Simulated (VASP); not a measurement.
**KTmI4: relaxation of cell and atoms with PBE**

The system is KTmI4.

```
K Tm I
1.0
     7.53080    0.00000   -0.06112
     0.00000    4.54526    0.00000
    -0.38607    0.00000    8.28923
K Tm I
1 1 4
Direct
  0.50000 0.50000 0.50000
  0.00000 0.00000 0.00000
  0.22841 0.50000 0.87565
  0.77159 0.50000 0.12435
  0.78712 0.00000 0.69142
  0.21288 0.00000 0.30858
```

```yaml
Program: VASP 6.6.1
Task: relaxation of cell and atoms
Functional: PBE
Potentials_or_basis: VASP PAW PBE potentials, release 64 (K_sv, Tm_3, I), 4f in core
Cutoff: 500 eV
k_mesh: 4 × 6 × 4
Occupations: gaussian, width 0.01 eV
Spin: no spin polarisation
Dipole_correction: no
Further_INCAR_settings: ALGO = Normal; EDIFF = 1e-07; IBRION = 2; EDIFFG = -0.001; NSW = 80; ISIF = 3
```

```
Relaxed volume                        : 47.52 Å³/atom
Relaxed cell                          : a = 7.619 Å, b = 4.549 Å, c = 8.242 Å, α = 90.00°, β = 93.48°, γ = 90.00°
Space group after relaxing (to 0.1 Å) : P2/m (No. 10)
Energy gained by relaxing             : 0.1 meV/atom
Ionic steps                           : 41
Pressure after relaxing               : 0.0 GPa
Band gap on the k mesh                : 2.57 eV
```

Step by step:
```csv
step,energy change (eV),largest force (eV/Å),pressure (GPa),volume (Å³)
1,0.0000,0.0240,0.08,283.63
3,-0.0003,0.0036,0.00,284.55
5,-0.0003,0.0040,0.00,284.55
7,-0.0003,0.0070,0.00,284.59
9,-0.0003,0.0102,-0.01,284.74
11,-0.0004,0.0126,-0.01,284.86
13,-0.0004,0.0072,0.01,284.72
15,-0.0004,0.0059,0.01,284.66
17,-0.0005,0.0054,0.01,284.90
19,-0.0005,0.0108,-0.01,285.95
21,-0.0006,0.0101,0.00,285.51
23,-0.0006,0.0029,-0.01,285.55
25,-0.0006,0.0031,-0.01,285.55
27,-0.0006,0.0028,0.00,285.43
29,-0.0006,0.0020,0.00,285.42
31,-0.0006,0.0023,0.00,285.36
33,-0.0006,0.0017,0.00,285.31
35,-0.0006,0.0020,0.00,285.22
37,-0.0006,0.0032,0.00,285.19
39,-0.0006,0.0020,0.00,285.14
41,-0.0006,0.0009,0.00,285.15
```

Final structure:
```
K Tm I
1.0
     7.61830    0.00000   -0.08077
     0.00000    4.54943    0.00000
    -0.41261    0.00000    8.23166
K Tm I
1 1 4
Cartesian
  3.6028 2.2747 4.0754
  7.6183 0.0000 -0.0808
  1.3592 2.2747 7.1844
  5.8464 2.2747 0.9665
  5.7208 0.0000 5.6028
  1.4848 0.0000 2.5481
```

Levels at points of the mesh, in eV from the valence-band top:
```tsv
k point	band 20	band 21	band 22	band 23	band 24	band 25	band 26	band 27
(0.00, 0.00, 0.00)	-0.25	-0.23	-0.17	0.00	2.57	3.73	3.76	3.90
(0.50, 0.00, 0.00)	-0.27	-0.25	-0.10	-0.09	2.60	3.78	3.86	4.88
(0.00, 0.50, 0.00)	-0.98	-0.89	-0.32	-0.24	3.39	3.72	3.76	4.89
(0.50, 0.50, 0.00)	-0.89	-0.59	-0.57	-0.11	3.41	3.52	3.79	5.00
(0.00, 0.00, 0.50)	-0.42	-0.31	-0.07	-0.06	2.59	3.80	3.92	4.68
(0.50, 0.00, 0.50)	-0.62	-0.38	-0.06	-0.01	2.59	3.74	3.84	4.48
(0.00, 0.50, 0.50)	-0.81	-0.53	-0.53	-0.29	3.30	3.44	3.73	5.01
(0.50, 0.50, 0.50)	-0.66	-0.50	-0.45	-0.33	3.41	3.45	3.76	5.00
```

Wall time 53 min on 1 thread of Intel(R) Xeon(R) 6975P-C (Granite Rapids), with other jobs on the host, peak memory 0.59 GiB.

Caveat: spin-orbit coupling is left out, which moves the levels of the heavy elements; the 4f electrons are frozen in the core, so they carry no moment and show no levels. Spin polarisation is off, so any magnetic state and its effect on volume and gap are missing.
